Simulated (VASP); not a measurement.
Wanted: the native input for a VASP 6.6.1 run.

```
Task                   : single point
Functional             : r2SCAN
Potentials or basis    : VASP PAW PBE potentials, release 64 (In_d, Sb)
Cutoff                 : 520 eV
k mesh                 : 6 × 6 × 6
Occupations            : fermi-dirac, width 0.02 eV
Spin                   : non-collinear spin, zero start, spin-orbit coupling
Starting moments       : [[0.0, 0.0, 0.0], [0.0, 0.0, 0.0]] μB
Dipole correction      : no
Further INCAR settings : ALGO = Normal; EDIFF = 1e-06; NBANDS = 30
```

The system is InSb.

```xyz
2
Lattice="0.0000 3.3451 3.2078 3.3451 0.0000 3.2078 3.3451 3.3451 0.0000" Properties=species:S:1:pos:R:3 pbc="T T T"
In    0.0000    0.0000    0.0000
Sb    1.6726    1.6726    1.6039
```

This cell differs from its parent crystal: epitaxial xy strain +2.0%.

The input as run:

POSCAR

```
InSb
1.0
    0.0000000000      3.3451032779      3.2078164450
    3.3451032779      0.0000000000      3.2078164450
    3.3451032779      3.3451032779      0.0000000000
In Sb
1 1
Direct
    0.0000000000      0.0000000000      0.0000000000
    0.2500000000      0.2500000000      0.2500000000
```

INCAR.step1

```
SYSTEM = InSb
ALGO     = Normal         ! electronic algorithm
EDIFF    = 1E-4           ! SCF threshold, eV
ENCUT    = 520            ! plane-wave cutoff, eV
GGA      = PE             ! functional
GGA_COMPAT= .FALSE.      
ISMEAR   = -1             ! smearing method
LASPH    = .TRUE.         ! aspherical terms in the spheres
LCHARG   = .FALSE.        ! write CHGCAR
LREAL    = .FALSE.        ! projectors in reciprocal space
LSORBIT  = .TRUE.         ! spin-orbit coupling
LWAVE    = .TRUE.         ! write WAVECAR
MAGMOM   = 0 0 0 0 0 0    ! initial moments
NBANDS   = 30             ! bands
NELM     = 150            ! most SCF steps
PREC     = Accurate       ! precision mode
SIGMA    = 0.02           ! smearing width, eV
```

INCAR.step2

```
SYSTEM = InSb
ALGO     = Normal         ! electronic algorithm
EDIFF    = 1E-6           ! SCF threshold, eV
ENCUT    = 520            ! plane-wave cutoff, eV
GGA_COMPAT= .FALSE.      
ISIF     = 2              ! what is computed and relaxed
ISMEAR   = -1             ! smearing method
ISTART   = 1            
LASPH    = .TRUE.         ! aspherical terms in the spheres
LCHARG   = .FALSE.        ! write CHGCAR
LMIXTAU  = .TRUE.       
LORBIT   = 11             ! projections on sites
LORBMOM  = .TRUE.       
LREAL    = .FALSE.        ! projectors in reciprocal space
LSORBIT  = .TRUE.         ! spin-orbit coupling
LWAVE    = .FALSE.        ! write WAVECAR
MAGMOM   = 0 0 0 0 0 0    ! initial moments
METAGGA  = R2SCAN         ! meta-GGA
NBANDS   = 30             ! bands
NELM     = 150            ! most SCF steps
PREC     = Accurate       ! precision mode
SIGMA    = 0.02           ! smearing width, eV
```

KPOINTS

```
k-points
0
G
  6 6 6
  0 0 0
```

Potentials or basis: VASP PAW PBE potentials, release 64 (In_d, Sb).

The run is started by

```sh
$ cat potpaw_PBE.64/In_d/POTCAR potpaw_PBE.64/Sb/POTCAR > POTCAR
$ cp INCAR.step1 INCAR
$ mpirun -np 1 vasp_ncl > vasp.out
$ cp INCAR.step2 INCAR
$ mpirun -np 1 vasp_ncl > vasp.out
```

Results of the run:

The pressure is -0.7 GPa and the net moment is 0.00 μB per cell. The valence electrons inside the program's atomic spheres are In 11.42; Sb 2.46.

Caveat: the cell differs from its parent crystal (epitaxial xy strain +2.0%); the PAW data sets were made with another functional, which shifts forces and pressure a little.

Wall time 14 min on 1 thread of Intel(R) Xeon(R) Platinum 8124M CPU @ 3.00GHz (Skylake/Cascade Lake) (shared host), peak memory 0.53 GiB.
